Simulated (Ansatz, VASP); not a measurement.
## HgTe in VASP and in Ansatz

```xyz
2
Lattice="0.0000 2.9215 2.9215 2.9215 0.0000 2.9215 2.9215 2.9215 0.0000" Properties=species:S:1:pos:R:3 pbc="T T T"
Hg    0.0000    0.0000    0.0000
Te    2.9215    2.9215    2.9215
```

Alike in both runs: task electric field gradients; functional PBE; k mesh 13 × 13 × 13; occupations fermi-dirac, width 0.02 eV; no spin polarisation.

|  | VASP | Ansatz |
| --- | --- | --- |
| version | VASP 6.6.1 | Ansatz 0.2.0 |
| potentials or method | VASP PAW PBE potentials, release 64 (Hg, Te) | plane-wave PAW, scalar-relativistic |
| plane-wave cutoff (eV) | 520 | 420 |
| valence electrons in the cell | 18 | 36 |

```csv
,VASP,Ansatz,Ansatz less VASP
pressure (GPa),10.7,10.4,-0.23
```

VASP's potentials hold 18 valence electrons a cell and Ansatz's 36, so a difference there can come from the potentials and not from the codes.

Neither program's run includes spin-orbit coupling.
